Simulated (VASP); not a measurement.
# Sc (Fm-3m) in VASP: notebook, part 2 of 2

VASP 6.6.1. The steps go on from the part before.

## (3) Single point, r2SCAN

This run uses another cell than the first one, of 25.15 Å³/atom.

POSCAR reads:

```
Sc
1.0
    0.0000000000      2.3254878802      2.3254878802
    2.3254878802      0.0000000000      2.3254878802
    2.3254878802      2.3254878802      0.0000000000
Sc
1
Direct
    0.0000000000      0.0000000000      0.0000000000
```

INCAR.step1 reads:

```
PREC = Accurate
ENCUT = 520
ISMEAR = 0
SIGMA = 0.1
LREAL = F
LASPH = T
NELM = 100
NBANDS = 12
GGA = PE
ALGO = Normal
EDIFF = 1E-4
LWAVE = T
LCHARG = F
```

INCAR.step2 reads:

```
PREC = Accurate
ENCUT = 520
EDIFF = 1E-7
ISMEAR = 0
SIGMA = 0.1
LREAL = F
LASPH = T
NELM = 100
ALGO = Normal
ISIF = 2
LWAVE = F
LCHARG = F
METAGGA = R2SCAN
LMIXTAU = T
NBANDS = 12
ISTART = 1
```

KPOINTS reads:

```
regular mesh
0
Gamma
  8 8 8
```

Potentials or basis: VASP PAW PBE potentials, release 64 (Sc_sv).

The run is started by

```console
> cat potpaw_PBE.64/Sc_sv/POTCAR > POTCAR
> cp INCAR.step1 INCAR
> mpirun -np 1 vasp_std > vasp.out
> cp INCAR.step2 INCAR
> mpirun -np 1 vasp_std > vasp.out
```

OUTCAR:

```text
PREC = Accurate
   ENCUT = 520
   EDIFF = 1E-7
   ISMEAR = 0
   LREAL = F
   LASPH = T
   NELM = 100
   ISIF = 2
   METAGGA = R2SCAN
   ISTART = 1

 ion  position               nearest neighbor table
   1  0.000  0.000  0.000-

  LATTYP: Found a face centered cubic cell.
 ALAT       =     4.6509757604

  Lattice vectors:

 A1 = (   0.0000000000,   2.3254878802,   2.3254878802)
 A2 = (   2.3254878802,   0.0000000000,   2.3254878802)
 A3 = (   2.3254878802,   2.3254878802,   0.0000000000)

Analysis of symmetry for initial positions (statically):
=====================================================================
 Subroutine PRICEL returns:
 Original cell was already a primitive cell.

 Routine SETGRP: Setting up the symmetry group for a
 face centered cubic supercell.

 Subroutine GETGRP returns: Found 48 space group operations
 (whereof 48 operations were pure point group operations)
 out of a pool of 48 trial point group operations.

The static configuration has the point symmetry O_h .

Analysis of symmetry for dynamics (positions and initial velocities):
[... 160 lines left out ...]
 cond. band min:       3.7030808105   @ k =  -0.3750   0.1250   0.0000
 fundamental gap:      0.0317889312
 Fermi energy:         3.6823419776

 k-point     1 :       0.0000    0.0000    0.0000
  band No.  band energies     occupation
      1     -47.9667      2.00000
      2     -25.4094      2.00000
      3     -25.4094      2.00000
      4     -25.4093      2.00000
      5      -1.8739      2.00000
      6       5.4190      0.00000
      7       5.4190      0.00000
      8       5.4190      0.00000
      9       6.8436      0.00000
     10       6.8436      0.00000
     11      16.5391      0.00000
     12      20.1551      0.00000
[... 331 lines left out ...]
 k-point    24 :      -0.3750    0.2500    0.1250
  band No.  band energies     occupation
      1     -47.9006      2.00000
      2     -25.7395      2.00000
      3     -25.5593      2.00000
      4     -25.4909      2.00000
      5       2.7333      2.00000
      6       3.2584      2.00000
      7       4.5762      0.00000
      8       5.9662      0.00000
      9       7.5714      0.00000
     10       8.8122      0.00000
     11      10.4390      0.00000
     12      15.0015      0.00000

 [... further k-points ...]
[... 5 lines left out ...]
  --------------------------------------------------------------------------------------
  -------------------------------------------------------------------------------------
  Total        0.0316737      0.0316737      0.0316737      0.0000000     -0.0000000      0.0000000
  in kB        2.0176085      2.0176085      2.0176085      0.0000000     -0.0000000      0.0000000
  external PRESSURE =       2.0176085 kB  Pullay stress =       0.0000000 kB

 VOLUME and BASIS-vectors are now :
 -----------------------------------------------------------------------------
  energy-cutoff  :      520.00
  volume of cell :       25.15
      direct lattice vectors                 reciprocal lattice vectors
     0.000000000  2.325487880  2.325487880    -0.215008646  0.215008646  0.215008646
     2.325487880  0.000000000  2.325487880     0.215008646 -0.215008646  0.215008646
     2.325487880  2.325487880  0.000000000     0.215008646  0.215008646 -0.215008646

 POSITION                                       TOTAL-FORCE (eV/Angst)
 -----------------------------------------------------------------------------------
      0.00000      0.00000      0.00000         0.000000      0.000000     -0.000000
 -----------------------------------------------------------------------------------
    total drift:                                0.000000     -0.000000     -0.000000

  FREE ENERGIE OF THE ION-ELECTRON SYSTEM (eV)
  ---------------------------------------------------
  free  energy   TOTEN  =       -11.3011433581 eV

  energy  without entropy=      -11.2903563281  energy(sigma->0) =      -11.29574984
```

Run time: 60 s. Hardware: 1 thread of Intel Xeon 8259CL, shared host; peak memory 0.15 GiB.

What came out:

* Free energy: -11.3011 eV
* Pressure: 0.2 GPa
* Band gap on the k mesh: zero (an odd number of electrons rules out a gap without spin polarisation)

Caveat: the PAW data sets were made with another functional, which shifts forces and pressure a little.

## (4) Single point, r2SCAN

This run uses another cell than the first one, of 28.64 Å³/atom.

POSCAR reads:

```
Sc
1.0
    0.0000000000      2.4284231771      2.4284231771
    2.4284231771      0.0000000000      2.4284231771
    2.4284231771      2.4284231771      0.0000000000
Sc
1
Direct
    0.0000000000      0.0000000000      0.0000000000
```

INCAR.step1 reads:

```
SYSTEM = Sc
  PREC = Accurate
  ENCUT = 520
  ISMEAR = 0
  SIGMA = 0.1
  LREAL = .False.
  LASPH = .True.
  NELM = 60
  NBANDS = 12
  GGA = PE
  ALGO = Normal
  EDIFF = 1E-4
  LWAVE = .True.
  LCHARG = .False.
```

INCAR.step2 reads:

```
SYSTEM = Sc
  PREC = Accurate
  ENCUT = 520
  EDIFF = 1E-6
  ISMEAR = 0
  SIGMA = 0.1
  LREAL = .False.
  LASPH = .True.
  NELM = 60
  ALGO = Normal
  ISIF = 2
  LWAVE = .False.
  LCHARG = .True.
  METAGGA = R2SCAN
  LMIXTAU = .True.
  LELF = .True.
  LVHAR = .True.
  NBANDS = 12
  ISTART = 1
```

KPOINTS reads:

```
Automatic mesh
0
Gamma
  8 8 8
  0 0 0
```

The run is started by

```console
> cat potpaw_PBE.64/Sc_sv/POTCAR > POTCAR
> cp INCAR.step1 INCAR
> mpirun -np 1 vasp_std > vasp.out
> cp INCAR.step2 INCAR
> mpirun -np 1 vasp_std > vasp.out
```

Run time: 1.7 min. Hardware: 1 thread of Intel Xeon 8259CL, shared host; peak memory 0.17 GiB.

It converged, with:

| Quantity | Value |
| --- | --- |
| Free energy | -11.2380 eV |
| Pressure | -5.6 GPa |
| Band gap on the k mesh | zero (an odd number of electrons rules out a gap without spin polarisation) |

Levels at points of the mesh, in eV from the Fermi level:
```tsv
k point	band 3	band 4	band 5	band 6	band 7	band 8
(0.00, 0.00, 0.00)	-29.53	-29.53	-5.28	1.53	1.53	1.53
(0.50, 0.00, 0.00)	-29.56	-29.56	-1.70	-0.19	1.46	1.46
(0.50, 0.50, 0.00)	-29.61	-29.61	-1.31	-0.43	1.39	3.47
```

Caveat: the cell stands under tension; the PAW data sets were made with another functional, which shifts forces and pressure a little.

## (5) Overview

```csv
cell,gap on the mesh (eV),pressure (GPa)
"a = 3.196 Å, angles 60.0°, 1 atom",none,5.2
"a = 3.289 Å, angles 60.0°, 1 atom",none,0.2
"a = 3.434 Å, angles 60.0°, 1 atom",none,-5.6
```

Alike in all rows: task single point; level r2SCAN; potentials or basis VASP PAW PBE potentials, release 64 (Sc_sv); no spin polarisation; k mesh 8 × 8 × 8; cutoff (eV) 520; smearing gaussian 0.1 eV.

Caveats: the PAW data sets were made with another functional, which shifts forces and pressure a little; the cell stands under pressure (at least some runs); the cell stands under tension (at least some runs).

Absolute energies hang on the potentials; compare differences alone.
